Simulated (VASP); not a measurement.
BPb, 4 atoms in the cell. The structure is tetragonal, space group P4/nmm (No. 129). Conventional cell: a = 4.332 Å, b = 4.332 Å, c = 4.228 Å, α = 90.00°, β = 90.00°, γ = 90.00°. Within 3.6 Å of B (site symmetry -4m2) lie 8 Pb at 2.73 to 3.36 Å and 4 B at 3.06 Å. Within 3.6 Å of Pb (site symmetry 4mm) lie 8 B at 2.73 to 3.36 Å and 4 Pb at 3.20 Å. 

```yaml
Program: VASP 6.6.1
Task: single point
Functional: PBE
Potentials_or_basis: VASP PAW PBE potentials, release 64 (B, Pb_d)
Cutoff: 520 eV
k_mesh: 8 × 8 × 8
Occupations: gaussian, width 0.082 eV
Spin: no spin polarisation
Dipole_correction: no
Further_INCAR_settings: ALGO = Normal; EDIFF = 1e-06; NBANDS = 25
```

Potentials or basis: VASP PAW PBE potentials, release 64 (B, Pb_d).

The run is started by

```sh
$ cat potpaw_PBE.64/B/POTCAR potpaw_PBE.64/Pb_d/POTCAR > POTCAR
$ mpirun -np 1 vasp_std > vasp.out
```

Hardware: 1 thread of Intel Xeon 8259CL, with other jobs on the host.

Question: Estimate the wall time of this run.

Answer: Wall time 2.4 min on 1 thread of Intel Xeon 8259CL, on a shared host, peak memory 0.26 GiB. Counts: scf iterations 13, k points 75.
